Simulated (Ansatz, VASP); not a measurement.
**Two plane-wave programs on Si**

```
Si
1.0
     0.00000    2.92644    3.64517
     2.17223    0.00000    3.64517
     2.17223    2.92644    0.00000
Si
2
Direct
  0.00000 0.00000 0.00000
  0.25000 0.25000 0.25000
```

Alike in both runs: task relaxation of cell and atoms; functional PBE; k mesh 6 × 6 × 6; occupations gaussian, width 0.1 eV; no spin polarisation.

|  | VASP | Ansatz |
| --- | --- | --- |
| version | VASP 6.6.1 | Ansatz 0.2.0 |
| potentials or method | VASP PAW PBE potentials, release 64 (Si), cutoff 600 eV | scalar-relativistic, plane waves, PAW |
| valence electrons in the cell | 8 | 8 |

|  | VASP | Ansatz | Ansatz less VASP |
| --- | --- | --- | --- |
| gap on the k mesh at the Fermi level, each at its own relaxed structure (eV) | 0.72 | 0.75 | +0.022 |
| relaxed volume (Å³/atom) | 20.46 | 20.47 | +0.017 |
| relaxed cell length with the largest relative difference (Å) | 3.862 | 3.869 | +0.0067 |
